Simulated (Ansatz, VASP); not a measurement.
## HfN in VASP and in Ansatz

The input INCAR:

```
SYSTEM = HfN
ALGO = Normal ; EDIFF = 1E-6
ENCUT = 600 ; GGA = CA
GGA_COMPAT = .False. ; ISIF = 2
ISMEAR = 1 ; LASPH = .True.
LCHARG = .False. ; LREAL = .False.
LWAVE = .False. ; NBANDS = 14
NELM = 120 ; PREC = Accurate
SIGMA = 0.05
```

KPOINTS

```
k-points
0
Gamma
  6 6 6
  0 0 0
```

Contents of POSCAR:

```
HfN
1.0
    0.0000000000      2.4548200000      2.4548200000
    2.4548200000      0.0000000000      2.4548200000
    2.4548200000      2.4548200000      0.0000000000
Hf N
1 1
Direct
    0.0000000000      0.0000000000      0.0000000000
    0.7500000000      0.7500000000      0.7500000000
```

Input for Ansatz:

```yaml
crystal:
  lattice:
    - [0.0, 2.45482, 2.45482]
    - [2.45482, 0.0, 2.45482]
    - [2.45482, 2.45482, 0.0]
  atoms:
    - { symbol: Hf, position: [0.0, 0.0, 0.0] }
    - { symbol: "N", position: [0.75, 0.75, 0.75] }
kpoints:
  mp_grid:
    grid: [6, 6, 6]
hamiltonian:
  xc: lda
scf:
  occupations:
    method: cold
    width: 0.05
output:
  forces: true
  stress: true
```

Alike in both runs: task single point; functional LDA; k mesh 6 × 6 × 6; no spin polarisation.

```csv
,VASP,Ansatz
version,VASP 6.6.1,Ansatz 0.2.0
potentials or method,"VASP PAW LDA potentials, release 64 (Hf_pv, N)","plane waves, PAW"
plane-wave cutoff (eV),600,420
occupations,"methfessel-paxton of order 1, width 0.05 eV","cold, width 0.05 eV"
valence electrons in the cell,15,31
```

VASP gave:

```
pressure (GPa) : -10.1
```

Q: Estimate Ansatz's values.

A: Pressure (GPa): -9.7.

LDA's correlation is that of Perdew and Zunger in VASP and of Perdew and Wang (1992) in Ansatz. VASP's potentials hold 15 valence electrons a cell and Ansatz's 31, so a difference there can come from the potentials and not from the codes.

The k mesh is coarse, so the values compare programs but aren't converged. Spin-orbit coupling is off throughout.
